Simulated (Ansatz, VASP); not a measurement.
**One calculation of Ca, two programs**

File POSCAR:

```
Ca
1.0
   -2.2625084050      2.2625084050      2.2531821000
    2.2625084050     -2.2625084050      2.2531821000
    2.2625084050      2.2625084050     -2.2531821000
Ca
1
Direct
    0.5000000000      0.5000000000      0.0000000000
```

INCAR.step1

```
ALGO = Normal ; EDIFF = 1E-5
ENCUT = 440 ; GGA = PE
GGA_COMPAT = F ; ISIF = 2
ISMEAR = 1 ; LASPH = T
LCHARG = F ; LREAL = F
LWAVE = T ; NBANDS = 11
NELM = 120 ; PREC = Accurate
SIGMA = 0.05
```

Contents of INCAR.step2:

```
AEXX = 0.25 ; ALGO = Normal
EDIFF = 1E-6 ; ENCUT = 440
GGA_COMPAT = F ; ISIF = 2
ISMEAR = 1 ; ISTART = 1
LASPH = T ; LCHARG = F
LHFCALC = T ; LMIXTAU = T
LREAL = F ; LWAVE = F
METAGGA = R2SCAN ; NBANDS = 11
NELM = 120 ; PREC = Accurate
PRECFOCK = Normal ; SIGMA = 0.05
```

Contents of KPOINTS:

```
k-points
0
Gamma
  6 6 6
```

Contents of input.yaml:

```yaml
crystal:
  lattice: { a: 4.52501681, b: 4.52501681, c: 4.5063642, alpha: 90.0, beta: 90.0, gamma: 90.0 }
  space_group: 139
  reduce_to_primitive: true
  atoms:
    - { symbol: Ca, wyckoff: "2b", position: [0.0, 0.0, 0.5] }
hamiltonian:
  xc: r2scan0
  pseudopotentials: { kind: paw }
kpoints:
  mp_grid: { grid: [6, 6, 6] }
scf:
  occupations: { method: methfessel_paxton, width: 0.05 }
  n_extra_bands: 6
output:
  forces: true
  stress: true
  eigenvalues: true
  dos: { projected: true, de: 0.05 }
```

Change from the starting cell: volume scaled by 1.08.

Alike in both runs: functional r2SCAN0; k mesh 6 × 6 × 6; occupations methfessel-paxton of order 1, width 0.05 eV; no spin polarisation.

|  | VASP | Ansatz |
| --- | --- | --- |
| version | VASP 6.6.1 | Ansatz 0.2.0 |
| potentials or method | VASP PAW PBE potentials, release 64 (Ca_sv) | Ansatz PAW |
| plane-wave cutoff (eV) | 440 | 500 |
| valence electrons in the cell | 10 | 10 |
| task | single point | projected density of states |

|  | VASP | Ansatz | Ansatz less VASP |
| --- | --- | --- | --- |
| gap on the k mesh at the Fermi level (eV) | none | none | - |
| pressure (GPa) | -0.5 | -0.5 | -0.02 |
| traceless stress, the component that is largest in VASP (GPa) | -0.13 | -0.13 | 0.000 |

VASP's potentials were made for PBE, not for r2SCAN0. A gap of «none» marks a metal or a gap that the smearing closes. The functional is the same, so the differences come from potentials, cutoffs and numerics.
